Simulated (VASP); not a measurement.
Wanted: the native input for a VASP 6.6.1 run.

```yaml
Task: single point
Functional: PBE
Potentials_or_basis: VASP PAW PBE potentials, release 64 (In_d)
Cutoff: 520 eV
k_mesh: 20 × 20 × 20
Occupations: gaussian, width 0.1 eV
Spin: no spin polarisation
Dipole_correction: no
Further_INCAR_settings: ALGO = Fast; EDIFF = 1e-07; NBANDS = 12
```

The structure of In lies in POSCAR:

```
In
1.0
    2.9781326045     -1.6674473738     -0.0088719689
    2.9781326045      1.6674473738     -0.0088719689
   -1.8542209780      0.0000000000      2.7751528376
In
1
Direct
    0.5000000000      0.5000000000      0.5000000000
```

One way to write it, as run:

INCAR

```
ALGO = Fast
EDIFF = 1E-7
ENCUT = 520
GGA = PE
ISIF = 2
ISMEAR = 0
LASPH = True
LCHARG = True
LELF = True
LREAL = False
LVHAR = True
LWAVE = False
NBANDS = 12
NELM = 100
PREC = Accurate
SIGMA = 0.1
```

KPOINTS

```
k-points
0
Gamma
  20 20 20
```

Potentials or basis: VASP PAW PBE potentials, release 64 (In_d).

Run with:

```sh
$ cat potpaw_PBE.64/In_d/POTCAR > POTCAR
$ mpirun -np 1 vasp_std > vasp.out
```

It gave:

The pressure is 0.0 GPa and the band gap on the k mesh is zero (an odd number of electrons rules out a gap without spin polarisation).

Caveat: spin-orbit coupling is left out, which moves the levels of the heavy elements.

Run time: 13 min on 1 thread of Intel(R) Xeon(R) Platinum 8259CL CPU @ 2.50GHz (Skylake/Cascade Lake), on a shared host, peak memory 0.72 GiB.
